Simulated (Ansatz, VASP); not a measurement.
## ZnO in VASP and in Ansatz

The input INCAR:

```
SYSTEM = ZnO
PREC = Accurate ; ENCUT = 520
EDIFF = 1E-7 ; ISMEAR = 0
SIGMA = 0.02 ; LREAL = .FALSE.
LASPH = .TRUE. ; NELM = 60
ALGO = Normal ; ISIF = 2
LWAVE = .FALSE. ; LCHARG = .FALSE.
GGA = PE ; NBANDS = 26
```

File KPOINTS:

```
regular mesh
0
G
  12 12 6
  0 0 0
```

File POSCAR:

```
ZnO
1.0
    3.2793907594      0.0000000000      0.0000000000
   -1.6396953797      2.8400357065      0.0000000000
    0.0000000000      0.0000000000      5.2932331648
Zn O
2 2
Direct
    0.6666666667      0.3333333333      0.5006044108
    0.3333333333      0.6666666667      0.0006044108
    0.6666666667      0.3333333333      0.8797055892
    0.3333333333      0.6666666667      0.3797055892
```

Input for Ansatz:

```yaml
crystal:
  lattice:
    - [3.2793907594, 0.0, 0.0]
    - [-1.6396953797, 2.8400357065, 0.0]
    - [0.0, 0.0, 5.2932331648]
  atoms:
    - { symbol: Zn, position: [0.6666666667, 0.3333333333, 0.5006044108] }
    - { symbol: Zn, position: [0.3333333333, 0.6666666667, 0.0006044108] }
    - { symbol: O, position: [0.6666666667, 0.3333333333, 0.8797055892] }
    - { symbol: O, position: [0.3333333333, 0.6666666667, 0.3797055892] }
basis:
  ecutwfc: 420
kpoints:
  mp_grid: { grid: [12, 12, 6] }
hamiltonian:
  xc: pbe
scf:
  occupations: { method: gaussian, width: 0.02 }
output:
  forces: true
  stress: true
  eigenvalues: true
```

Alike in both runs: task single point; functional PBE; k mesh 12 × 12 × 6; occupations gaussian, width 0.02 eV; no spin polarisation.

|  | VASP | Ansatz |
| --- | --- | --- |
| version | VASP 6.6.1 | Ansatz 0.2.0 |
| potentials or method | VASP PAW PBE potentials, release 64 (Zn, O), cutoff 520 eV | scalar-relativistic, plane waves, PAW |
| valence electrons in the cell | 36 | 36 |

VASP gave:

| Quantity | Value |
| --- | --- |
| gap on the k mesh at the Fermi level (eV) | 0.73 |
| least direct gap on the mesh (eV) | 0.73 |
| pressure (GPa) | 0.9 |

Task: What did Ansatz give for the same quantities?

Result: gap on the k mesh at the Fermi level (eV): 0.74; least direct gap on the mesh (eV): 0.74; pressure (GPa): 0.0.
